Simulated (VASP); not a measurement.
# SiNi (rocksalt type) (Fm-3m) in VASP: notebook

The runs below take SiNi (rocksalt type) through single point, with PBE.

Everything below comes from runs of VASP 6.6.1. Logs are shortened: lines on timing, memory, paths and dates and some standing lists are left out, and cuts for length are marked.

## 1. The cell of the first run

Symmetry: Fm-3m, No. 225, cubic system. The conventional cell has a = 4.209 Å, b = 4.209 Å, c = 4.209 Å, α = 90.00°, β = 90.00°, γ = 90.00°. Ni (site symmetry m-3m) has 6 Si at 2.10 Å within 2.8 Å. Within 2.8 Å of Si (site symmetry m-3m) lie 6 Ni at 2.10 Å.

## 2. Single point, PBE (9.32 Å³/atom)

File INCAR:

```
SYSTEM = SiNi
PREC     = Accurate       ! precision mode
ENCUT    = 520            ! plane-wave cutoff, eV
EDIFF    = 1E-6           ! SCF threshold, eV
ISMEAR   = -1             ! smearing method
SIGMA    = 0.08           ! smearing width, eV
LREAL    = .False.        ! projectors in reciprocal space
LASPH    = .True.         ! aspherical terms in the spheres
NELM     = 60             ! most SCF steps
ALGO     = Normal         ! electronic algorithm
ISIF     = 2              ! what is computed and relaxed
LWAVE    = .False.        ! write WAVECAR
LCHARG   = .False.        ! write CHGCAR
GGA      = PE             ! functional
NBANDS   = 14             ! bands
```

File KPOINTS:

```
regular mesh
0
Gamma
  16 16 16
  0 0 0
```

File POSCAR:

```
SiNi
1.0
    0.0000000000      2.1044042942      2.1044042942
    2.1044042942      0.0000000000      2.1044042942
    2.1044042942      2.1044042942      0.0000000000
Ni Si
1 1
Direct
    0.0000000000      0.0000000000      0.0000000000
    0.5000000000      0.5000000000      0.5000000000
```

Potentials or basis: VASP PAW PBE potentials, release 64 (Ni, Si).

Launch:

```
$ cat potpaw_PBE.64/Ni/POTCAR potpaw_PBE.64/Si/POTCAR > POTCAR
$ mpirun -np 1 vasp_std > vasp.out
```

OUTCAR:

```text
SYSTEM = SiNi
   PREC = Accurate
   ENCUT = 520
   EDIFF = 1E-6
   ISMEAR = -1
   LREAL = .False.
   LASPH = .True.
   NELM = 60
   ISIF = 2
   GGA = PE

 ion  position               nearest neighbor table
   1  0.000  0.000  0.000-   2 2.10   2 2.10   2 2.10   2 2.10   2 2.10   2 2.10
   2  0.500  0.500  0.500-   1 2.10   1 2.10   1 2.10   1 2.10   1 2.10   1 2.10

  LATTYP: Found a face centered cubic cell.
 ALAT       =     4.2088085884

  Lattice vectors:

 A1 = (   0.0000000000,   2.1044042942,   2.1044042942)
 A2 = (   2.1044042942,   0.0000000000,   2.1044042942)
 A3 = (   2.1044042942,   2.1044042942,   0.0000000000)

Analysis of symmetry for initial positions (statically):
=====================================================================
 Subroutine PRICEL returns:
 Original cell was already a primitive cell.

 Routine SETGRP: Setting up the symmetry group for a
 face centered cubic supercell.

 Subroutine GETGRP returns: Found 48 space group operations
 (whereof 48 operations were pure point group operations)
 out of a pool of 48 trial point group operations.

The static configuration has the point symmetry O_h .

Analysis of symmetry for dynamics (positions and initial velocities):
=====================================================================
 Subroutine PRICEL returns:
 Original cell was already a primitive cell.

 Routine SETGRP: Setting up the symmetry group for a
 face centered cubic supercell.

 Subroutine GETGRP returns: Found 48 space group operations
 (whereof 48 operations were pure point group operations)
 out of a pool of 48 trial point group operations.

The dynamic configuration has the point symmetry O_h .

 Subroutine INISYM returns: Found 48 space group operations
 (whereof 48 operations are pure point group operations),
 and found     1 'primitive' translations

----------------------------------------------------------------------------------------

                                     Primitive cell

  volume of cell :      18.6388

  direct lattice vectors                    reciprocal lattice vectors
     0.000000000  2.104404294  2.104404294    -0.237596930  0.237596930  0.237596930
     2.104404294  0.000000000  2.104404294     0.237596930 -0.237596930  0.237596930
     2.104404294  2.104404294  0.000000000     0.237596930  0.237596930 -0.237596930

  length of vectors
     2.976077094  2.976077094  2.976077094     0.411529955  0.411529955  0.411529955

  position of ions in fractional coordinates (direct lattice)
     0.000000000  0.000000000  0.000000000
     0.500000000  0.500000000  0.500000000

  ion indices of the primitive-cell ions
   primitive index   ion index
                 1           1
                 2           2

----------------------------------------------------------------------------------------

 KPOINTS: regular mesh

Automatic generation of k-mesh.
 Grid dimensions read from file:
 generate k-points for:   16   16   16

 Generating k-lattice:

  Cartesian coordinates                     Fractional coordinates (reciprocal lattice)
    -0.014849808  0.014849808  0.014849808     0.062500000  0.000000000  0.000000000
     0.014849808 -0.014849808  0.014849808     0.000000000  0.062500000  0.000000000
     0.014849808  0.014849808 -0.014849808     0.000000000  0.000000000  0.062500000

  Length of vectors
     0.025720622  0.025720622  0.025720622

  Shift w.r.t. Gamma in fractional coordinates (k-lattice)
     0.000000000  0.000000000  0.000000000

 Subroutine IBZKPT returns following result:
 ===========================================

 Found    145 irreducible k-points:

 Following reciprocal coordinates:
            Coordinates               Weight
  0.000000  0.000000  0.000000      1.000000
  0.062500  0.000000  0.000000      8.000000
  0.125000  0.000000  0.000000      8.000000
  0.187500  0.000000  0.000000      8.000000
  0.250000  0.000000  0.000000      8.000000
  0.312500  0.000000  0.000000      8.000000
[... 16 lines left out ...]
 -0.125000  0.062500  0.000000     24.000000
 -0.062500  0.062500  0.000000     12.000000
 [... further k-points ...]
   k-points           NKPTS =    145   k-points in BZ     NKDIM =    145   number of bands    NBANDS=     14
   number of dos      NEDOS =    301   number of ions     NIONS =      2
   total plane-waves  NPLWV =  13824
   dimension x,y,z NGX =    24 NGY =   24 NGZ =   24
   dimension x,y,z NGXF=    48 NGYF=   48 NGZF=   48
   ions per type =               1   1
   NGX,Y,Z   is equivalent  to a cutoff of  13.41, 13.41, 13.41 a.u.
   NGXF,Y,Z  is equivalent  to a cutoff of  26.81, 26.81, 26.81 a.u.
 SYSTEM =  SiNi
   PREC   = accura    normal or accurate (medium, high low for compatibility)
   ISTART =      0    job   : 0-new  1-cont  2-samecut
   ICHARG =      2    charge: 1-file 2-atom 10-const
   ISPIN  =      1    spin polarized calculation?
   LNONCOLLINEAR =      F non collinear calculations
   LSORBIT =      F    spin-orbit coupling
   LASPH  =      T    aspherical Exc in radial PAW
   ENCUT  =  520.0 eV  38.22 Ry    6.18 a.u.   5.53  5.53  5.53*2*pi/ulx,y,z
   NELM   =     60;   NELMIN=  2; NELMDL= -5     # of ELM steps
   EDIFF  = 0.1E-05   stopping-criterion for ELM
   LREAL  =      F    real-space projection
   EDIFFG = 0.1E-04   stopping-criterion for IOM
   NSW    =      0    number of steps for IOM
   IBRION =     -1    ionic relax: 0-MD 1-quasi-New 2-CG
   NFREE  =      0    steps in history (QN), initial steepest desc. (CG)
   ISIF   =      2    stress and relaxation
   ISYM   =      2    0-nonsym 1-usesym 2-fastsym
   POTIM  = 0.5000    time-step for ionic-motion
   TEBEG  =    0.0;   TEEND  =   0.0 temperature during run
   PSTRESS=    0.0 pullay stress
   NELECT =      14.0000    total number of electrons
   NUPDOWN=      -1.0000    fix difference up-down
   EMIN   =  10.00;   EMAX   =-10.00  energy-range for DOS
   EFERMI =   0.00;   METHOD = LEGACY
   ISMEAR =    -1;   SIGMA  =   0.08  broadening in eV -4-tet -1-fermi 0-gaus
   EFERMI_NEDOS =   21; number of points for ismear=-14 and -15
   IALGO  =     38    algorithm
   IMIX   =      4    mixing-type and parameters
     AMIX     =   0.40;   BMIX     =  1.00
     AMIX_MAG =   1.60;   BMIX_MAG =  1.00
  volume/ion in A,a.u.               =       9.32        62.89
  Fermi-wavevector in a.u.,A,eV,Ry     =   1.488144  2.812185 30.131095  2.214573
  Thomas-Fermi vector in A             =   2.601216
   LORBIT       =      0    0 simple, 1 ext, 2 COOP (PROOUT), +10 PAW based schemes
   GGA     = PE    functional components
   LHFCALC =     F    Hartree Fock is set to
   AEXX    =    0.0000 exact exchange contribution
   IVDW    =     0    specifies the selected vdW correction
   LEPSILON=     F    determine dielectric tensor
   LRPA    =     F    only Hartree local field effects (RPA)
 non-spin polarized calculation
  energy-cutoff  :      520.00
  volume of cell :       18.64
 maximum number of plane-waves:       531
 NGX is ok and might be reduce to    24
   NGX = 11   NGY = 11   NGZ = 11

 number of electron      14.0000008 magnetization

 Free energy of the ion-electron system (eV)
  ---------------------------------------------------
  ext. energy  EPLUGINS =         0.00000000
  ---------------------------------------------------
  free energy    TOTEN  =        -8.87391841 eV

  energy without entropy =       -8.85494111  energy(sigma->0) =       -8.86442976

 E-fermi :  14.7511     XC(G=0): -13.5518

 val. band max:       14.7286447778   @ k =  -0.4375   0.3125   0.0000
 cond. band min:      14.7581327249   @ k =   0.5000   0.3750   0.1250
 fundamental gap:      0.0294879471
 Fermi energy:        14.7510702111

 k-point     1 :       0.0000    0.0000    0.0000
  band No.  band energies     occupation
      1      -0.5741      2.00000
      2      10.3891      2.00000
      3      10.3891      2.00000
      4      10.3891      2.00000
      5      10.5546      2.00000
      6      10.5546      2.00000
      7      20.4868      0.00000
      8      20.4868      0.00000
      9      20.4868      0.00000
     10      26.1309      0.00000
     11      26.1309      0.00000
     12      26.1309      0.00000
     13      26.9276      0.00000
     14      31.8398      0.00000

 k-point     2 :       0.0625    0.0000    0.0000
  band No.  band energies     occupation
      1      -0.4736      2.00000
      2      10.3258      2.00000
      3      10.4049      2.00000
      4      10.4049      2.00000
      5      10.5362      2.00000
      6      10.5362      2.00000
      7      19.9704      0.00000
      8      20.5188      0.00000
      9      20.5188      0.00000
     10      25.3643      0.00000
     11      26.2200      0.00000
     12      26.2200      0.00000
     13      28.1229      0.00000
     14      30.8646      0.00000

 k-point     3 :       0.1250    0.0000    0.0000
  band No.  band energies     occupation
      1      -0.1737      2.00000
      2      10.1337      2.00000
      3      10.3317      2.00000
      4      10.3317      2.00000
      5      10.6081      2.00000
      6      10.6081      2.00000
      7      18.7000      0.00000
      8      20.6064      0.00000
      9      20.6064      0.00000
     10      24.7088      0.00000
     11      26.4024      0.00000
     12      26.4024      0.00000
     13      29.5586      0.00000
     14      29.5809      0.00000
[... 324 lines left out ...]
 k-point    23 :      -0.1250    0.0625    0.0000
  band No.  band energies     occupation
      1       0.0576      2.00000
      2      10.0167      2.00000
      3      10.2348      2.00000
      4      10.2598      2.00000
      5      10.5988      2.00000
      6      10.7642      2.00000
      7      18.2515      0.00000
      8      19.5840      0.00000
      9      21.3379      0.00000
     10      24.6386      0.00000
     11      26.3218      0.00000
     12      26.3982      0.00000
     13      27.8579      0.00000
     14      30.1233      0.00000

 k-point    24 :      -0.0625    0.0625    0.0000
  band No.  band energies     occupation
      1      -0.3068      2.00000
      2      10.2348      2.00000
      3      10.3591      2.00000
      4      10.4239      2.00000
      5      10.4672      2.00000
      6      10.6141      2.00000
      7      19.5488      0.00000
      8      19.8696      0.00000
      9      20.9167      0.00000
     10      24.9418      0.00000
     11      26.2343      0.00000
     12      26.4364      0.00000
     13      29.1972      0.00000
     14      29.2446      0.00000

 [... further k-points ...]

------------------------ aborting loop because EDIFF is reached ----------------------------------------

  FORCE on cell =-STRESS in cart. coord.  units (eV):
  Direction    XX          YY          ZZ          XY          YZ          ZX
  --------------------------------------------------------------------------------------
  -------------------------------------------------------------------------------------
  Total       12.8722917     12.8722917     12.8722917      0.0000000     -0.0000000     -0.0000000
  in kB     1106.4936370   1106.4936370   1106.4936370      0.0000000     -0.0000000     -0.0000000
  external PRESSURE =    1106.4936370 kB  Pullay stress =       0.0000000 kB

 VOLUME and BASIS-vectors are now :
 -----------------------------------------------------------------------------
  energy-cutoff  :      520.00
  volume of cell :       18.64
      direct lattice vectors                 reciprocal lattice vectors
     0.000000000  2.104404294  2.104404294    -0.237596930  0.237596930  0.237596930
     2.104404294  0.000000000  2.104404294     0.237596930 -0.237596930  0.237596930
     2.104404294  2.104404294  0.000000000     0.237596930  0.237596930 -0.237596930

 POSITION                                       TOTAL-FORCE (eV/Angst)
 -----------------------------------------------------------------------------------
      0.00000      0.00000      0.00000         0.000000     -0.000000     -0.000000
      2.10440      2.10440      2.10440        -0.000000      0.000000      0.000000
 -----------------------------------------------------------------------------------
    total drift:                                0.000000     -0.000000     -0.000000

  FREE ENERGIE OF THE ION-ELECTRON SYSTEM (eV)
  ---------------------------------------------------
  free  energy   TOTEN  =        -8.8739184059 eV

  energy  without entropy=       -8.8549411077  energy(sigma->0) =       -8.86442976
```

Wall time 21 s (1 thread of AMD EPYC 9R45 (Zen 5), shared host); peak memory 0.13 GiB.

Results:

```
Free energy            : -8.8739 eV
Pressure               : 110.6 GPa
Band gap on the k mesh : zero (bands 7 and 8 overlap by 7.46 eV)
```

Caveat: the cell stands under pressure.

## 3. Single point, PBE

File INCAR:

```
PREC = Accurate ; ENCUT = 520
EDIFF = 1E-7 ; ISMEAR = -1
SIGMA = 0.08 ; LREAL = F
LASPH = T ; NELM = 80
ALGO = Normal ; ISIF = 2
LWAVE = F ; LCHARG = T
GGA = PE ; LELF = T
LVHAR = T ; NBANDS = 14
```

File KPOINTS:

```
regular mesh
0
Gamma
  16 16 16
```

File POSCAR:

```
SiNi
1.0
    0.0000000000      2.1052999956      2.1052999956
    2.1052999956      0.0000000000      2.1052999956
    2.1052999956      2.1052999956      0.0000000000
Ni Si
1 1
Direct
    0.0000000000      0.0000000000      0.0000000000
    0.5000000000      0.5000000000      0.5000000000
```

Potentials or basis: VASP PAW PBE potentials, release 64 (Ni, Si).

Launch:

```
$ cat potpaw_PBE.64/Ni/POTCAR potpaw_PBE.64/Si/POTCAR > POTCAR
$ mpirun -np 1 vasp_std > vasp.out
```

Run time: 24 s. Hardware: 1 thread of AMD EPYC 9R45 (Zen 5), shared host; peak memory 0.13 GiB.

Results (log left out):

- Free energy: -8.8903 eV
- Pressure: 110.0 GPa
- Band gap on the k mesh: zero (bands 7 and 8 overlap by 7.45 eV)

Levels at points of the mesh, in eV from the Fermi level:
```
           k point  band 5  band 6  band 7  band 8  band 9  band 10
(0.00, 0.00, 0.00)   -4.19   -4.19    5.73    5.73    5.73    11.37
(0.50, 0.00, 0.00)   -2.97   -2.97   -1.81    6.74    6.74     7.91
(0.50, 0.50, 0.00)   -2.66   -2.66   -0.98   -0.43   -0.43     6.37
```

Caveat: the cell stands under pressure.

The gap in the log of VASP goes by the Fermi energy; the results here count the filled bands.